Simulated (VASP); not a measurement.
Input of a VASP 6.6.1 run:

Contents of INCAR:

```
SYSTEM = GaSb
PREC = Accurate ; ENCUT = 500
EDIFF = 1E-7 ; ISMEAR = 0
SIGMA = 0.01 ; LREAL = .False.
LASPH = .True. ; NELM = 120
ALGO = Normal ; ISIF = 3
LWAVE = .False. ; LCHARG = .False.
GGA = CA ; IBRION = 2
NSW = 100 ; EDIFFG = -0.002
GGA_COMPAT = .False. ; NELMIN = 4
```

KPOINTS

```
regular mesh
0
Gamma
  8 8 8
  0 0 0
```

Contents of POSCAR:

```
GaSb
1.0
    0.0000000000      3.0244336198      3.0244336198
    3.0244336198      0.0000000000      3.0244336198
    3.0244336198      3.0244336198      0.0000000000
Ga Sb
1 1
Direct
    0.0000000000      0.0000000000      0.0000000000
    0.2500000000      0.2500000000      0.2500000000
```

Potentials or basis: VASP PAW LDA potentials, release 64 (Ga_d, Sb).

Command:

```console
$ cat potpaw_LDA.64/Ga_d/POTCAR potpaw_LDA.64/Sb/POTCAR > POTCAR
$ mpirun -np 1 vasp_std > vasp.out
```

(1) What does it give for the space group after relaxing (to 0.05 Å)?

(2) Estimate the band gap on the k mesh.

## Answers

(1) F-43m (No. 216).

(2) 0.10 eV, direct.

Caveat: spin-orbit coupling is left out, which moves the levels of the heavy elements.
